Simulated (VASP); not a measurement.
Crystal: InAs.

```
In As
1.0
     0.00000    2.87673    2.87673
     2.87673    0.00000    2.87673
     2.87673    2.87673    0.00000
In As
1 1
Direct
  0.00000 0.00000 0.00000
  0.50000 0.50000 0.50000
```

* Program: VASP 6.6.1
* Task: relaxation of cell and atoms
* Functional: r2SCAN
* Potentials or basis: VASP PAW PBE potentials, release 64 (In_d, As)
* Cutoff: 600 eV
* k mesh: 8 × 8 × 8
* Occupations: fermi-dirac, width 0.02 eV
* Spin: no spin polarisation

At the start: pressure -2.3 GPa; volume 23.81 Å³/atom.

**Question.** How do energy, volume and symmetry change on relaxing?

**Answer.** Over 4 steps the energy falls by 6.1 meV/atom and the volume is 22.99 Å³/atom (-3.4 %); space group Fm-3m (No. 225, to 0.1 Å) before and after.

The path:
```csv
step,energy change (eV),largest force (eV/Å),pressure (GPa),volume (Å³)
1,0.0000,0.0000,-2.29,47.61
2,-0.0102,0.0000,0.93,45.31
3,-0.0121,0.0000,0.06,45.95
4,-0.0121,0.0000,-0.03,45.98
```

Final structure:
```
In As
1.0
     0.00000    2.84353    2.84353
     2.84353    0.00000    2.84353
     2.84353    2.84353    0.00000
In As
1 1
Direct
  0.00000 0.00000 0.00000
  0.50000 0.50000 0.50000
```

Caveat: the structure was generated, so it needn't be the stable form of InAs; the PAW data sets were made with another functional, which shifts forces and pressure a little.
